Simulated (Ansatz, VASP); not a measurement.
**Mg5ZrN2: VASP beside Ansatz**

The input INCAR:

```
SYSTEM = Mg5ZrN2
PREC = Accurate
ENCUT = 600
EDIFF = 1E-6
ISMEAR = 0
SIGMA = 0.1
LREAL = .False.
LASPH = .True.
NELM = 120
ALGO = Normal
ISIF = 2
LWAVE = .False.
LCHARG = .False.
GGA = PE
NBANDS = 26
GGA_COMPAT = .False.
```

File KPOINTS:

```
Automatic mesh
0
Gamma
  6 6 1
  0 0 0
```

The input POSCAR:

```
Mg5ZrN2
1.0
    3.1738704600      0.0000000000      0.0000000000
   -1.5869352300      2.7486524467      0.0000000000
    0.0000000000      0.0000000000     15.7216351561
Mg Zr N
5 1 2
Direct
    0.6666666667      0.3333333333      0.1605179271
    0.6666666667      0.3333333333      0.8394820729
    0.0000000000      0.0000000000      0.6668721492
    0.6666666667      0.3333333333      0.5000000000
    0.0000000000      0.0000000000      0.3331278508
    0.0000000000      0.0000000000      0.0000000000
    0.3333333333      0.6666666667      0.0883189057
    0.3333333333      0.6666666667      0.9116810943
```

Input for Ansatz:

```yaml
crystal:
  lattice:
    - [3.17387046, 0.0, 0.0]
    - [-1.58693523, 2.7486524467, 0.0]
    - [0.0, 0.0, 15.7216351561]
  atoms:
    - { symbol: Mg, position: [0.6666666667, 0.3333333333, 0.1605179271] }
    - { symbol: Mg, position: [0.6666666667, 0.3333333333, 0.8394820729] }
    - { symbol: Mg, position: [0.0, 0.0, 0.6668721492] }
    - { symbol: Mg, position: [0.6666666667, 0.3333333333, 0.5] }
    - { symbol: Mg, position: [0.0, 0.0, 0.3331278508] }
    - { symbol: Zr, position: [0.0, 0.0, 0.0] }
    - { symbol: "N", position: [0.3333333333, 0.6666666667, 0.0883189057] }
    - { symbol: "N", position: [0.3333333333, 0.6666666667, 0.9116810943] }
basis:
  ecutwfc: 420
kpoints:
  mp_grid: { grid: [6, 6, 1] }
hamiltonian:
  xc: pbe
scf:
  occupations: { method: gaussian, width: 0.1 }
  lower_state_search: "off"
output:
  forces: true
  stress: true
  eigenvalues: true
```

Alike in both runs: task single point; functional PBE; k mesh 6 × 6 × 1; occupations gaussian, width 0.1 eV; no spin polarisation.

```csv
,VASP,Ansatz
version,VASP 6.6.1,Ansatz 0.2.0
potentials or method,"VASP PAW PBE potentials, release 64 (Mg, Zr_sv, N), cutoff 600 eV","scalar-relativistic, plane waves, PAW"
valence electrons in the cell,32,72
```

|  | VASP | Ansatz | Ansatz less VASP |
| --- | --- | --- | --- |
| gap on the k mesh at the Fermi level (eV) | none | none | - |
| pressure (GPa) | 0.1 | 0.3 | +0.17 |
| traceless stress, the component that is largest in VASP (GPa) | -0.14 | -0.07 | +0.062 |
| rms of the force components (eV/Å) | 0.044 | 0.039 | -0.0055 |

Atom by atom the forces differ by 0.006 eV/Å (rms over components). A gap of «none» marks a metal or a gap that the smearing closes. VASP's potentials hold 32 valence electrons a cell and Ansatz's 72, so a difference there can come from the potentials and not from the codes.

The k mesh is coarse, so the values compare programs but aren't converged.
